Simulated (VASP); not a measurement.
Crystal: Mg2Cl.

```xyz
6
Lattice="5.7683 0.0000 0.0000 0.0000 5.9440 0.0000 0.0000 0.0000 3.8825" Properties=species:S:1:pos:R:3 pbc="T T T"
Mg    1.2979    4.9038    1.9413
Mg    4.1820    4.0122    0.0000
Mg    4.4704    1.0402    1.9413
Mg    1.5863    1.9318    0.0000
Cl    2.8842    2.9720    1.9413
Cl    0.0000    0.0000    0.0000
```

- Program: VASP 6.6.1
- Task: relaxation of cell and atoms
- Functional: PBE
- Potentials or basis: VASP PAW PBE potentials, release 64 (Mg, Cl)
- Cutoff: 600 eV
- k mesh: 4 × 4 × 4
- Occupations: gaussian, width 0.1 eV
- Spin: no spin polarisation

At the start: pressure 7.1 GPa; volume 22.19 Å³/atom.

Question: Where does the relaxation end?

Answer: Over 67 steps the energy falls by 631.1 meV/atom and the volume is 23.73 Å³/atom (+7.0 %); space group Pnnm (No. 58, to 0.1 Å) before and after.

Step by step:
| step | energy change (eV) | largest force (eV/Å) | pressure (GPa) | volume (Å³) |
| --- | --- | --- | --- | --- |
| 1 | 0.0000 | 0.6461 | 7.05 | 133.12 |
| 3 | -0.7168 | 0.3909 | -1.03 | 175.68 |
| 5 | -0.7290 | 0.4088 | -0.43 | 169.12 |
| 7 | -1.0055 | 0.4693 | -0.52 | 166.36 |
| 9 | -2.1100 | 0.0930 | 0.61 | 148.69 |
| 11 | -2.2022 | 0.1431 | -0.33 | 151.99 |
| 13 | -2.2195 | 0.1092 | 0.41 | 147.92 |
| 15 | -2.2363 | 0.0655 | -0.15 | 152.00 |
| 17 | -2.2586 | 0.0677 | 0.23 | 152.38 |
| 19 | -2.2911 | 0.1492 | -0.36 | 158.71 |
| 21 | -2.3779 | 0.8416 | -3.79 | 178.84 |
| 23 | -2.4208 | 0.7559 | -2.54 | 174.62 |
| 25 | -2.4096 | 0.6884 | -2.21 | 173.19 |
| 27 | -2.4065 | 0.6729 | -2.15 | 172.94 |
| 29 | -2.4143 | 0.7137 | -2.41 | 174.15 |
| 31 | -2.4164 | 0.7361 | -2.59 | 174.91 |
| 33 | -2.4425 | 0.7507 | -2.62 | 174.45 |
| 35 | -2.5655 | 0.7822 | -2.79 | 172.29 |
| 37 | -2.9961 | 0.6632 | -3.83 | 162.25 |
| 39 | -3.0902 | 0.5593 | -4.22 | 158.55 |
| 41 | -3.5824 | 0.3289 | -0.45 | 136.58 |
| 43 | -3.5898 | 0.2809 | 0.28 | 133.87 |
| 45 | -3.6538 | 0.1633 | 0.10 | 136.24 |
| 47 | -3.6656 | 0.1104 | 0.04 | 137.89 |
| 49 | -3.6790 | 0.1128 | -0.30 | 139.02 |
| 51 | -3.6876 | 0.1071 | 0.53 | 137.22 |
| 53 | -3.6988 | 0.0954 | 0.55 | 138.10 |
| 55 | -3.7224 | 0.0845 | -0.12 | 141.86 |
| 57 | -3.7316 | 0.0798 | -0.47 | 142.83 |
| 59 | -3.7397 | 0.0450 | 0.13 | 139.71 |
| 61 | -3.7541 | 0.0437 | 0.00 | 139.96 |
| 63 | -3.7702 | 0.0550 | -0.05 | 139.42 |
| 65 | -3.7763 | 0.0662 | -0.07 | 140.02 |
| 67 | -3.7863 | 0.0312 | -0.13 | 142.38 |

Final structure:
```
Mg Cl
1.0
     3.66285    0.00000    0.00000
     0.00000   11.32336    0.00000
     0.00000    0.00000    3.43288
Mg Cl
4 2
Direct
  0.02793 0.82441 0.50000
  0.52793 0.67559 0.00000
  0.97207 0.17559 0.50000
  0.47207 0.32441 0.00000
  0.50000 0.50000 0.50000
  0.00000 0.00000 0.00000
```

Caveat: the k points lie up to 0.46 Å⁻¹ apart in the final cell, too coarse for converged energies and pressures of a metal; a cell axis changed by over 15 % at a fixed basis, so the end point is rough.
